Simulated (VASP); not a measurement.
# Al2Pt in VASP: further runs, part 2 of 2

VASP 6.6.1. Earlier steps stand in the parts before.

## 5. Relaxation of cell and atoms, PBEsol, target pressure 25 GPa, at which the enthalpy is minimised

This run uses another cell than the first one: it holds 3 atoms, not 6.

File INCAR:

```
  PREC = Accurate
  ENCUT = 600
  EDIFF = 1E-6
  ISMEAR = 0
  SIGMA = 0.1
  LREAL = F
  LASPH = T
  NELM = 80
  ALGO = Normal
  ISIF = 3
  LWAVE = F
  LCHARG = F
  GGA = PS
  IBRION = 2
  NSW = 70
  EDIFFG = -0.008
  PSTRESS = 250.0
```

File KPOINTS:

```
Automatic mesh
0
Gamma
  14 14 14
```

File POSCAR:

```
Al2Pt
1.0
    0.0000000000      2.8147282238      2.8147282238
    2.8147282238      0.0000000000      2.8147282238
    2.8147282238      2.8147282238      0.0000000000
Al Pt
2 1
Direct
    0.2500000000      0.2500000000      0.2500000000
    0.7500000000      0.7500000000      0.7500000000
    0.0000000000      0.0000000000      0.0000000000
```

Potentials or basis: VASP PAW PBE potentials, release 64 (Al, Pt).

Run with:

```sh
$ cat potpaw_PBE.64/Al/POTCAR potpaw_PBE.64/Pt/POTCAR > POTCAR
$ mpirun -np 1 vasp_std > vasp.out
```

OUTCAR:

```text
PREC = Accurate
   ENCUT = 600
   EDIFF = 1E-6
   ISMEAR = 0
   LREAL = F
   LASPH = T
   NELM = 80
   ISIF = 3
   GGA = PS
   IBRION = 2
   NSW = 70
   EDIFFG = -0.008
   PSTRESS = 250.0

 ion  position               nearest neighbor table
   1  0.250  0.250  0.250-   3 2.44   3 2.44   3 2.44   3 2.44   2 2.81   2 2.81   2 2.81   2 2.81
                             2 2.81   2 2.81
   2  0.750  0.750  0.750-   3 2.44   3 2.44   3 2.44   3 2.44   1 2.81   1 2.81   1 2.81   1 2.81
                             1 2.81   1 2.81
   3  0.000  0.000  0.000-   1 2.44   2 2.44   2 2.44   2 2.44   2 2.44   1 2.44   1 2.44   1 2.44

  LATTYP: Found a face centered cubic cell.
 ALAT       =     5.6294564476

  Lattice vectors:

 A1 = (   0.0000000000,   2.8147282238,   2.8147282238)
 A2 = (   2.8147282238,   0.0000000000,   2.8147282238)
 A3 = (   2.8147282238,   2.8147282238,   0.0000000000)

Analysis of symmetry for initial positions (statically):
=====================================================================
 Subroutine PRICEL returns:
 Original cell was already a primitive cell.

 Routine SETGRP: Setting up the symmetry group for a
 face centered cubic supercell.

 Subroutine GETGRP returns: Found 48 space group operations
 (whereof 48 operations were pure point group operations)
 out of a pool of 48 trial point group operations.

The static configuration has the point symmetry O_h .

Analysis of symmetry for dynamics (positions and initial velocities):
=====================================================================
 Subroutine PRICEL returns:
 Original cell was already a primitive cell.

 Routine SETGRP: Setting up the symmetry group for a
 face centered cubic supercell.

 Subroutine GETGRP returns: Found 48 space group operations
 (whereof 48 operations were pure point group operations)
 out of a pool of 48 trial point group operations.

The dynamic configuration has the point symmetry O_h .

 Subroutine INISYM returns: Found 48 space group operations
 (whereof 48 operations are pure point group operations),
 and found     1 'primitive' translations

----------------------------------------------------------------------------------------

                                     Primitive cell

  volume of cell :      44.6005

  direct lattice vectors                    reciprocal lattice vectors
     0.000000000  2.814728224  2.814728224    -0.177637044  0.177637044  0.177637044
     2.814728224  0.000000000  2.814728224     0.177637044 -0.177637044  0.177637044
     2.814728224  2.814728224  0.000000000     0.177637044  0.177637044 -0.177637044

  length of vectors
     3.980626828  3.980626828  3.980626828     0.307676385  0.307676385  0.307676385

  position of ions in fractional coordinates (direct lattice)
     0.250000000  0.250000000  0.250000000
     0.750000000  0.750000000  0.750000000
     0.000000000  0.000000000  0.000000000

  ion indices of the primitive-cell ions
   primitive index   ion index
                 1           1
                 2           2
                 3           3
[... 52 lines left out ...]
  0.285714  0.142857  0.000000     24.000000
 [... further k-points ...]
   k-points           NKPTS =    104   k-points in BZ     NKDIM =    104   number of bands    NBANDS=     12
   number of dos      NEDOS =    301   number of ions     NIONS =      3
   total plane-waves  NPLWV =  32768
   dimension x,y,z NGX =    32 NGY =   32 NGZ =   32
   dimension x,y,z NGXF=    64 NGYF=   64 NGZF=   64
   ions per type =               2   1
   NGX,Y,Z   is equivalent  to a cutoff of  13.36, 13.36, 13.36 a.u.
   NGXF,Y,Z  is equivalent  to a cutoff of  26.73, 26.73, 26.73 a.u.
 SYSTEM =  unknown system
   PREC   = accura    normal or accurate (medium, high low for compatibility)
   ISTART =      0    job   : 0-new  1-cont  2-samecut
   ICHARG =      2    charge: 1-file 2-atom 10-const
   ISPIN  =      1    spin polarized calculation?
   LNONCOLLINEAR =      F non collinear calculations
   LSORBIT =      F    spin-orbit coupling
   LASPH  =      T    aspherical Exc in radial PAW
   ENCUT  =  600.0 eV  44.10 Ry    6.64 a.u.   7.95  7.95  7.95*2*pi/ulx,y,z
   NELM   =     80;   NELMIN=  2; NELMDL= -5     # of ELM steps
   EDIFF  = 0.1E-05   stopping-criterion for ELM
   LREAL  =      F    real-space projection
   EDIFFG = -.8E-02   stopping-criterion for IOM
   NSW    =     70    number of steps for IOM
   IBRION =      2    ionic relax: 0-MD 1-quasi-New 2-CG
   NFREE  =      1    steps in history (QN), initial steepest desc. (CG)
   ISIF   =      3    stress and relaxation
   ISYM   =      2    0-nonsym 1-usesym 2-fastsym
   POTIM  = 0.5000    time-step for ionic-motion
   TEBEG  =    0.0;   TEEND  =   0.0 temperature during run
   PSTRESS=  250.0 pullay stress
   NELECT =      16.0000    total number of electrons
   NUPDOWN=      -1.0000    fix difference up-down
   EMIN   =  10.00;   EMAX   =-10.00  energy-range for DOS
   EFERMI =   0.00;   METHOD = LEGACY
   ISMEAR =     0;   SIGMA  =   0.10  broadening in eV -4-tet -1-fermi 0-gaus
   EFERMI_NEDOS =   21; number of points for ismear=-14 and -15
   IALGO  =     38    algorithm
   IMIX   =      4    mixing-type and parameters
     AMIX     =   0.40;   BMIX     =  1.00
     AMIX_MAG =   1.60;   BMIX_MAG =  1.00
  volume/ion in A,a.u.               =      14.87       100.33
  Fermi-wavevector in a.u.,A,eV,Ry     =   1.163237  2.198200 18.410332  1.353121
  Thomas-Fermi vector in A             =   2.299789
   LORBIT       =      0    0 simple, 1 ext, 2 COOP (PROOUT), +10 PAW based schemes
   GGA     = PS    functional components
   LHFCALC =     F    Hartree Fock is set to
   AEXX    =    0.0000 exact exchange contribution
   IVDW    =     0    specifies the selected vdW correction
   LEPSILON=     F    determine dielectric tensor
   LRPA    =     F    only Hartree local field effects (RPA)
 conjugate gradient relaxation of ions
 non-spin polarized calculation
 Gauss-broadening in eV      SIGMA  =   0.10
  energy-cutoff  :      600.00
  volume of cell :       44.60
 maximum number of plane-waves:      1524
   NGX = 15   NGY = 15   NGZ = 15

--------------------------------------- Ionic step        1  -------------------------------------------

 number of electron      15.9999999 magnetization

 Free energy of the ion-electron system (eV)
  ---------------------------------------------------
  ext. energy  EPLUGINS =         0.00000000
  ---------------------------------------------------
  free energy    TOTEN  =       -17.28866004 eV

  energy without entropy =      -17.28378192  energy(sigma->0) =      -17.28622098

------------------------ aborting loop because EDIFF is reached ----------------------------------------

  FORCE on cell =-STRESS in cart. coord.  units (eV):
  Direction    XX          YY          ZZ          XY          YZ          ZX
  --------------------------------------------------------------------------------------
  -------------------------------------------------------------------------------------
  Total        7.2910009      7.2910009      7.2910009     -0.0000000      0.0000000     -0.0000000
  in kB      261.9137714    261.9137714    261.9137714     -0.0000000      0.0000000     -0.0000000
  external PRESSURE =      11.9137714 kB  Pullay stress =     250.0000000 kB
[... 65 lines left out ...]
--------------------------------------- Ionic step        3  -------------------------------------------

 number of electron      15.9999999 magnetization

 Free energy of the ion-electron system (eV)
  ---------------------------------------------------
  ext. energy  EPLUGINS =         0.00000000
  ---------------------------------------------------
  free energy    TOTEN  =       -17.32302180 eV

  energy without entropy =      -17.31810904  energy(sigma->0) =      -17.32056542

 E-fermi :   9.5989     XC(G=0): -11.4440

 val. band max:        9.5640505629   @ k =   0.2857   0.2857   0.0000
 cond. band min:       9.6146502663   @ k =  -0.3571   0.2857   0.0714
 fundamental gap:      0.0505997034
 Fermi energy:         9.5988981707

 k-point     1 :       0.0000    0.0000    0.0000
  band No.  band energies     occupation
      1      -1.7148      2.00000
      2       3.7146      2.00000
      3       3.7146      2.00000
      4       3.7146      2.00000
      5       5.2288      2.00000
      6       5.2288      2.00000
      7      13.4556      0.00000
      8      13.4556      0.00000
      9      13.4556      0.00000
     10      13.6793      0.00000
     11      15.8486      0.00000
     12      15.8486      0.00000
[... 331 lines left out ...]
 k-point    24 :       0.2857    0.1429    0.0000
  band No.  band energies     occupation
      1      -0.5909      2.00000
      2       3.2431      2.00000
      3       4.0524      2.00000
      4       4.0826      2.00000
      5       4.8826      2.00000
      6       5.4489      2.00000
      7       8.7686      2.00000
      8      10.7038      0.00000
      9      11.4487      0.00000
     10      13.7407      0.00000
     11      14.8358      0.00000
     12      16.5361      0.00000

 [... further k-points ...]
[... 5 lines left out ...]
  --------------------------------------------------------------------------------------
  -------------------------------------------------------------------------------------
  Total        6.9938694      6.9938694      6.9938694      0.0000000     -0.0000000     -0.0000000
  in kB      250.0332474    250.0332474    250.0332474      0.0000000     -0.0000000     -0.0000000
  external PRESSURE =       0.0332474 kB  Pullay stress =     250.0000000 kB
[... 22 lines left out ...]
  energy  without entropy=      -17.3181090445  energy(sigma->0) =      -17.32056542

  enthalpy is  TOTEN    =       -10.3300824272 eV   P V=        6.9929393698

 reached required accuracy - stopping structural energy minimisation
```

Run time: 1.8 min. Hardware: 1 thread of Intel Xeon Platinum 8488C (Sapphire Rapids), shared host; peak memory 0.23 GiB.

What came out:

```
Free energy                                                : -17.3230 eV
Relaxed volume                                             : 14.94 Å³/atom
Relaxed cell                                               : a = 3.987 Å, b = 3.987 Å, c = 3.987 Å, α = 60.00°, β = 60.00°, γ = 60.00°
Space group after relaxing (to 0.1 Å)                      : Fm-3m (No. 225)
Energy change on relaxing (the run minimises the enthalpy) : -11.5 meV/atom
Ionic steps                                                : 3
Pressure after relaxing                                    : 25.0 GPa
Band gap on the k mesh                                     : zero (bands 8 and 9 overlap by 5.77 eV)
```

Step by step:
```tsv
step	energy change (eV)	largest force (eV/Å)	pressure (GPa)	volume (Å³)
1	0.0000	0.0000	26.19	44.60
2	-0.1085	0.0000	22.37	45.32
3	-0.0344	0.0000	25.00	44.82
```

Final structure:
```
Al Pt
1.0
     0.00000    2.81925    2.81925
     2.81925    0.00000    2.81925
     2.81925    2.81925    0.00000
Al Pt
2 1
Direct
  0.25000 0.25000 0.25000
  0.75000 0.75000 0.75000
  0.00000 0.00000 0.00000
```

Levels at points of the mesh, in eV from the Fermi level:
| k point | band 4 | band 5 | band 6 | band 7 | band 8 | band 9 | band 10 | band 11 | band 12 |
| --- | --- | --- | --- | --- | --- | --- | --- | --- | --- |
| (0.00, 0.00, 0.00) | -5.88 | -4.37 | -4.37 | 3.86 | 3.86 | 3.86 | 4.08 | 6.25 | 6.25 |
| (0.50, 0.00, 0.00) | -5.55 | -4.23 | -4.07 | -4.07 | 1.00 | 1.00 | 3.96 | 5.76 | 5.76 |
| (0.50, 0.50, 0.00) | -4.39 | -4.39 | -3.92 | -3.72 | -1.91 | -1.91 | 3.52 | 4.18 | 8.09 |

Caveat: the cell is relaxed towards a set pressure, so the run minimises the enthalpy, not the energy; the PAW data sets were made with another functional, which shifts forces and pressure a little; spin-orbit coupling is left out, which moves the levels of the heavy elements.

## 6. Summary

| task | cell | k mesh | cutoff (eV) | gap on the mesh (eV) | pressure (GPa) |
| --- | --- | --- | --- | --- | --- |
| single point | a = 4.154, b = 4.154, c = 5.985 Å, 6 atoms, atomic positions A | 8 × 8 × 6 | 520 | none | -1.0 |
| single point | a = 4.122, b = 4.122, c = 6.073 Å, 6 atoms, atomic positions A | 8 × 8 × 6 | 520 | none | -0.9 |
| relaxation of cell and atoms | relaxed to 50 GPa from a = 3.882 Å, angles 60.0°, 3 atoms, atomic positions B | 14 × 14 × 14 | 600 | none | 50.0 |
| relaxation of cell and atoms | relaxed to 25 GPa from a = 3.981 Å, angles 60.0°, 3 atoms, atomic positions B | 14 × 14 × 14 | 600 | none | 25.0 |

Alike in all rows: level PBEsol; potentials or basis VASP PAW PBE potentials, release 64 (Al, Pt); no spin polarisation; smearing gaussian 0.1 eV.

Caveats: the PAW data sets were made with another functional, which shifts forces and pressure a little; spin-orbit coupling is left out, which moves the levels of the heavy elements; the cell is relaxed towards a set pressure, so the run minimises the enthalpy, not the energy (at least some runs).

Absolute energies hang on the potentials; compare differences alone.

The gap in the log of VASP goes by the Fermi energy; the results here count the filled bands.